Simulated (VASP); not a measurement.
MgS:

```xyz
4
Lattice="4.0547 0.0000 0.0000 -2.0273 3.5114 0.0000 0.0000 0.0000 6.4908" Properties=species:S:1:pos:R:3 pbc="T T T"
Mg    2.0273    1.1705    3.2260
Mg    0.0000    2.3410    6.4714
S     0.0000    2.3410    2.4534
S     2.0273    1.1705    5.6988
```

- Program: VASP 6.6.1
- Task: relaxation of cell and atoms
- Functional: LDA
- Potentials or basis: VASP PAW LDA potentials, release 64 (Mg, S)
- Cutoff: 600 eV
- k mesh: 6 × 6 × 4
- Occupations: fermi-dirac, width 0.02 eV
- Spin: no spin polarisation

At the start: pressure -3.3 GPa; volume 23.10 Å³/atom.

Problem. Where does the relaxation end?

Solution. Over 8 steps the energy falls by 14.5 meV/atom and the volume is 21.76 Å³/atom (-5.8 %); space group P6_3mc (No. 186, to 0.05 Å).

The path:
| step | energy change (eV) | largest force (eV/Å) | pressure (GPa) | volume (Å³) |
| --- | --- | --- | --- | --- |
| 1 | 0.0000 | 0.0065 | -3.31 | 92.41 |
| 2 | -0.0563 | 0.0071 | 0.66 | 86.18 |
| 3 | -0.0581 | 0.0046 | 0.00 | 87.06 |
| 4 | -0.0581 | 0.0043 | -0.07 | 87.17 |
| 5 | -0.0581 | 0.0060 | -0.07 | 87.16 |
| 6 | -0.0581 | 0.0113 | -0.06 | 87.15 |
| 7 | -0.0582 | 0.0085 | -0.04 | 87.11 |
| 8 | -0.0582 | 0.0019 | 0.02 | 87.02 |

Final structure:
```yaml
crystal:
  lattice:
    - [3.97622, 0.00000, 0.00000]
    - [-1.98811, 3.44351, 0.00000]
    - [0.00000, 0.00000, 6.35570]
  atoms:
    - { symbol: Mg, position: [0.66667, 0.33333, 0.49681] }
    - { symbol: Mg, position: [0.33333, 0.66667, 0.99681] }
    - { symbol: S, position: [0.33333, 0.66667, 0.37819] }
    - { symbol: S, position: [0.66667, 0.33333, 0.87819] }
```
